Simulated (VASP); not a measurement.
# AlN (P1) in VASP: further runs, part 2 of 2

VASP 6.6.1. The steps go on from the part before.

## (3) Single point, PBEsol (atoms displaced along several vibrational modes)

Input file INCAR:

```
SYSTEM = AlN
PREC = Accurate
ENCUT = 520
EDIFF = 1E-7
ISMEAR = 0
SIGMA = 0.05
LREAL = .False.
LASPH = .True.
NELM = 100
ALGO = Normal
ISIF = 2
LWAVE = .False.
LCHARG = .False.
GGA = PS
NBANDS = 11
```

Input file KPOINTS:

```
Automatic mesh
0
Gamma
  10 10 10
  0 0 0
```

Input file POSCAR:

```
AlN
1.0
    0.0000000000      2.1886566781      2.1886566781
    2.1886566781      0.0000000000      2.1886566781
    2.1886566781      2.1886566781      0.0000000000
Al N
1 1
Direct
   -0.0022533278      0.0112666392      0.0022533278
    0.7543405620      0.7282971900      0.7456594380
```

Potentials or basis: VASP PAW PBE potentials, release 64 (Al, N).

Run with:

```console
$ cat potpaw_PBE.64/Al/POTCAR potpaw_PBE.64/N/POTCAR > POTCAR
$ mpirun -np 1 vasp_std > vasp.out
```

OUTCAR:

```text
SYSTEM = AlN
   PREC = Accurate
   ENCUT = 520
   EDIFF = 1E-7
   ISMEAR = 0
   LREAL = .False.
   LASPH = .True.
   NELM = 100
   ISIF = 2
   GGA = PS

 ion  position               nearest neighbor table
   1  0.998  0.011  0.002-   2 1.81   2 1.88   2 1.91   2 1.98
   2  0.754  0.728  0.746-   1 1.81   1 1.88   1 1.91   1 1.98

  LATTYP: Found a face centered cubic cell.
 ALAT       =     4.3773133562

  Lattice vectors:

 A1 = (   0.0000000000,   2.1886566781,   2.1886566781)
 A2 = (   2.1886566781,   0.0000000000,   2.1886566781)
 A3 = (   2.1886566781,   2.1886566781,   0.0000000000)

Analysis of symmetry for initial positions (statically):
=====================================================================
 Subroutine PRICEL returns:
 Original cell was already a primitive cell.

 Routine SETGRP: Setting up the symmetry group for a
 face centered cubic supercell.

 Subroutine GETGRP returns: Found  1 space group operations
 (whereof  1 operations were pure point group operations)
 out of a pool of 48 trial point group operations.

The static configuration has the point symmetry C_1 .

Analysis of symmetry for dynamics (positions and initial velocities):
=====================================================================
 Subroutine PRICEL returns:
 Original cell was already a primitive cell.

 Routine SETGRP: Setting up the symmetry group for a
 face centered cubic supercell.

 Subroutine GETGRP returns: Found  1 space group operations
 (whereof  1 operations were pure point group operations)
 out of a pool of 48 trial point group operations.

The dynamic configuration has the point symmetry C_1 .

 Subroutine INISYM returns: Found  1 space group operations
 (whereof  1 operations are pure point group operations),
 and found     1 'primitive' translations

----------------------------------------------------------------------------------------

                                     Primitive cell

  volume of cell :      20.9683

  direct lattice vectors                    reciprocal lattice vectors
     0.000000000  2.188656678  2.188656678    -0.228450631  0.228450631  0.228450631
     2.188656678  0.000000000  2.188656678     0.228450631 -0.228450631  0.228450631
     2.188656678  2.188656678  0.000000000     0.228450631  0.228450631 -0.228450631

  length of vectors
     3.095227958  3.095227958  3.095227958     0.395688101  0.395688101  0.395688101

  position of ions in fractional coordinates (direct lattice)
     0.997746672  0.011266639  0.002253328
     0.754340562  0.728297190  0.745659438

  ion indices of the primitive-cell ions
   primitive index   ion index
                 1           1
                 2           2

----------------------------------------------------------------------------------------

 KPOINTS: Automatic mesh

Automatic generation of k-mesh.
 Grid dimensions read from file:
 generate k-points for:   10   10   10

 Generating k-lattice:

  Cartesian coordinates                     Fractional coordinates (reciprocal lattice)
    -0.022845063  0.022845063  0.022845063     0.100000000  0.000000000  0.000000000
     0.022845063 -0.022845063  0.022845063     0.000000000  0.100000000  0.000000000
     0.022845063  0.022845063 -0.022845063     0.000000000  0.000000000  0.100000000

  Length of vectors
     0.039568810  0.039568810  0.039568810

  Shift w.r.t. Gamma in fractional coordinates (k-lattice)
     0.000000000  0.000000000  0.000000000

 Subroutine IBZKPT returns following result:
 ===========================================

 Found    504 irreducible k-points:

 Following reciprocal coordinates:
            Coordinates               Weight
  0.000000  0.000000  0.000000      1.000000
  0.100000  0.000000  0.000000      2.000000
  0.000000  0.100000  0.000000      2.000000
  0.000000  0.000000  0.100000      2.000000
  0.100000  0.100000  0.100000      2.000000
  0.200000  0.000000  0.000000      2.000000
[... 16 lines left out ...]
  0.000000  0.100000  0.100000      2.000000
  0.100000  0.000000  0.100000      2.000000
 [... further k-points ...]
   k-points           NKPTS =    504   k-points in BZ     NKDIM =    504   number of bands    NBANDS=     11
   number of dos      NEDOS =    301   number of ions     NIONS =      2
   total plane-waves  NPLWV =  13824
   dimension x,y,z NGX =    24 NGY =   24 NGZ =   24
   dimension x,y,z NGXF=    48 NGYF=   48 NGZF=   48
   ions per type =               1   1
   NGX,Y,Z   is equivalent  to a cutoff of  12.89, 12.89, 12.89 a.u.
   NGXF,Y,Z  is equivalent  to a cutoff of  25.78, 25.78, 25.78 a.u.
 SYSTEM =  AlN
   PREC   = accura    normal or accurate (medium, high low for compatibility)
   ISTART =      0    job   : 0-new  1-cont  2-samecut
   ICHARG =      2    charge: 1-file 2-atom 10-const
   ISPIN  =      1    spin polarized calculation?
   LNONCOLLINEAR =      F non collinear calculations
   LSORBIT =      F    spin-orbit coupling
   LASPH  =      T    aspherical Exc in radial PAW
   ENCUT  =  520.0 eV  38.22 Ry    6.18 a.u.   5.76  5.76  5.76*2*pi/ulx,y,z
   NELM   =    100;   NELMIN=  2; NELMDL= -5     # of ELM steps
   EDIFF  = 0.1E-06   stopping-criterion for ELM
   LREAL  =      F    real-space projection
   EDIFFG = 0.1E-05   stopping-criterion for IOM
   NSW    =      0    number of steps for IOM
   IBRION =     -1    ionic relax: 0-MD 1-quasi-New 2-CG
   NFREE  =      0    steps in history (QN), initial steepest desc. (CG)
   ISIF   =      2    stress and relaxation
   ISYM   =      2    0-nonsym 1-usesym 2-fastsym
   POTIM  = 0.5000    time-step for ionic-motion
   TEBEG  =    0.0;   TEEND  =   0.0 temperature during run
   PSTRESS=    0.0 pullay stress
   NELECT =       8.0000    total number of electrons
   NUPDOWN=      -1.0000    fix difference up-down
   EMIN   =  10.00;   EMAX   =-10.00  energy-range for DOS
   EFERMI =   0.00;   METHOD = LEGACY
   ISMEAR =     0;   SIGMA  =   0.05  broadening in eV -4-tet -1-fermi 0-gaus
   EFERMI_NEDOS =   21; number of points for ismear=-14 and -15
   IALGO  =     38    algorithm
   IMIX   =      4    mixing-type and parameters
     AMIX     =   0.40;   BMIX     =  1.00
     AMIX_MAG =   1.60;   BMIX_MAG =  1.00
  volume/ion in A,a.u.               =      10.48        70.75
  Fermi-wavevector in a.u.,A,eV,Ry     =   1.187364  2.243792 19.181944  1.409833
  Thomas-Fermi vector in A             =   2.323517
   LORBIT       =      0    0 simple, 1 ext, 2 COOP (PROOUT), +10 PAW based schemes
   GGA     = PS    functional components
   LHFCALC =     F    Hartree Fock is set to
   AEXX    =    0.0000 exact exchange contribution
   IVDW    =     0    specifies the selected vdW correction
   LEPSILON=     F    determine dielectric tensor
   LRPA    =     F    only Hartree local field effects (RPA)
 non-spin polarized calculation
 Gauss-broadening in eV      SIGMA  =   0.05
  energy-cutoff  :      520.00
  volume of cell :       20.97
 maximum number of plane-waves:       588
   NGX = 11   NGY = 11   NGZ = 11

 number of electron       8.0000000 magnetization

 Free energy of the ion-electron system (eV)
  ---------------------------------------------------
  ext. energy  EPLUGINS =         0.00000000
  ---------------------------------------------------
  free energy    TOTEN  =       -15.53279730 eV

  energy without entropy =      -15.53279730  energy(sigma->0) =      -15.53279730

 E-fermi :   6.2725     XC(G=0): -11.0998

 val. band max:        6.0792607513   @ k =   0.0000   0.0000   0.0000
 cond. band min:       8.9915149976   @ k =   0.5000   0.0000   0.5000
 fundamental gap:      2.9122542463
 Fermi energy:         6.2725393841

 k-point     1 :       0.0000    0.0000    0.0000
  band No.  band energies     occupation
      1      -9.1072      2.00000
      2       5.5374      2.00000
      3       5.8159      2.00000
      4       6.0793      2.00000
      5       9.8698      0.00000
      6      18.1987      0.00000
      7      18.2189      0.00000
      8      18.2680      0.00000
      9      23.2772      0.00000
     10      23.3215      0.00000
     11      24.3294      0.00000
[... 309 lines left out ...]
 k-point    24 :       0.1000    0.0000    0.1000
  band No.  band energies     occupation
      1      -8.9117      2.00000
      2       4.9114      2.00000
      3       5.6091      2.00000
      4       5.6995      2.00000
      5      10.7314      0.00000
      6      17.5185      0.00000
      7      18.4898      0.00000
      8      18.6044      0.00000
      9      20.3074      0.00000
     10      23.6198      0.00000
     11      25.2638      0.00000

 [... further k-points ...]
[... 5 lines left out ...]
  --------------------------------------------------------------------------------------
  -------------------------------------------------------------------------------------
  Total        0.0802652      0.2728375      0.1850176     -0.5427358     -0.8037996      0.1894972
  in kB        6.1330284     20.8473950     14.1371121    -41.4702019    -61.4179666     14.4793931
  external PRESSURE =      13.7058452 kB  Pullay stress =       0.0000000 kB

 VOLUME and BASIS-vectors are now :
 -----------------------------------------------------------------------------
  energy-cutoff  :      520.00
  volume of cell :       20.97
      direct lattice vectors                 reciprocal lattice vectors
     0.000000000  2.188656678  2.188656678    -0.228450631  0.228450631  0.228450631
     2.188656678  0.000000000  2.188656678     0.228450631 -0.228450631  0.228450631
     2.188656678  2.188656678  0.000000000     0.228450631  0.228450631 -0.228450631

 POSITION                                       TOTAL-FORCE (eV/Angst)
 -----------------------------------------------------------------------------------
      0.02959      2.18866      2.20838        -1.256993      0.305505     -0.857152
      3.22599      3.28299      3.24499         1.256993     -0.305505      0.857152
 -----------------------------------------------------------------------------------
    total drift:                                0.000074     -0.000014      0.000029

  FREE ENERGIE OF THE ION-ELECTRON SYSTEM (eV)
  ---------------------------------------------------
  free  energy   TOTEN  =       -15.5327973037 eV

  energy  without entropy=      -15.5327973037  energy(sigma->0) =      -15.53279730
```

OSZICAR:

```text
N       E                     dE             d eps       ncg     rms          rms(c)
DAV:   1     0.102584027721E+02    0.10258E+02   -0.38686E+03 11384   0.605E+02
DAV:   2    -0.168814900593E+02   -0.27140E+02   -0.26020E+02 13371   0.137E+02
DAV:   3    -0.177828603235E+02   -0.90137E+00   -0.90014E+00 13530   0.236E+01
DAV:   4    -0.177875510691E+02   -0.46907E-02   -0.46904E-02 12705   0.186E+00
DAV:   5    -0.177876064933E+02   -0.55424E-04   -0.55424E-04 13455   0.196E-01    0.833E+00
DAV:   6    -0.155754078101E+02    0.22122E+01   -0.10996E+01 13026   0.164E+01    0.286E+00
DAV:   7    -0.155516430075E+02    0.23765E-01   -0.15059E-01 12492   0.304E+00    0.202E+00
DAV:   8    -0.155340148533E+02    0.17628E-01   -0.28689E-02 12495   0.156E+00    0.547E-01
DAV:   9    -0.155327841319E+02    0.12307E-02   -0.36654E-03 13377   0.375E-01    0.224E-01
DAV:  10    -0.155327941090E+02   -0.99772E-05   -0.26209E-04 12366   0.112E-01    0.128E-02
DAV:  11    -0.155327970921E+02   -0.29830E-05   -0.52265E-06 13392   0.193E-02    0.548E-03
DAV:  12    -0.155327973192E+02   -0.22716E-06   -0.78504E-07 12522   0.604E-03    0.343E-03
DAV:  13    -0.155327973037E+02    0.15545E-07   -0.80497E-08  7350   0.201E-03
   1 F= -.15532797E+02 E0= -.15532797E+02  d E =-.914352E-11
```

stdout:

```text
POSCAR found type information on POSCAR AlN
 POSCAR found :  2 types and       2 ions
 scaLAPACK will be used
 -----------------------------------------------------------------------------
|                                                                             |
|                                                                             |
|     You enforced a specific xc type in the INCAR file but a different       |
|     I HOPE YOU KNOW WHAT YOU ARE DOING!                                     |
|                                                                             |
 -----------------------------------------------------------------------------

 LDA part: xc-table for (Slater+PW92), standard interpolation
 POSCAR, INCAR and KPOINTS ok, starting setup
 FFT: planning ... GRIDC
 FFT: planning ... GRID_SOFT
 FFT: planning ... GRID
 WAVECAR not read
 entering main loop
```

Wall time 3.3 min (1 thread of AMD EPYC 7R13, shared host); peak memory 0.2 GiB.

What came out:

- Free energy: -15.5328 eV
- Pressure: 1.4 GPa
- Largest force: 1.552 eV/Å
- Band gap on the k mesh: 2.91 eV (least direct gap 3.79 eV)

Forces in eV/Å, atoms in the order of the input:
```
Al  -1.257  0.306 -0.857
N    1.257 -0.306  0.857
```

Caveat: the cell differs from its parent crystal (atoms displaced along several vibrational modes); the PAW data sets were made with another functional, which shifts forces and pressure a little. A k mesh can miss the band edges.
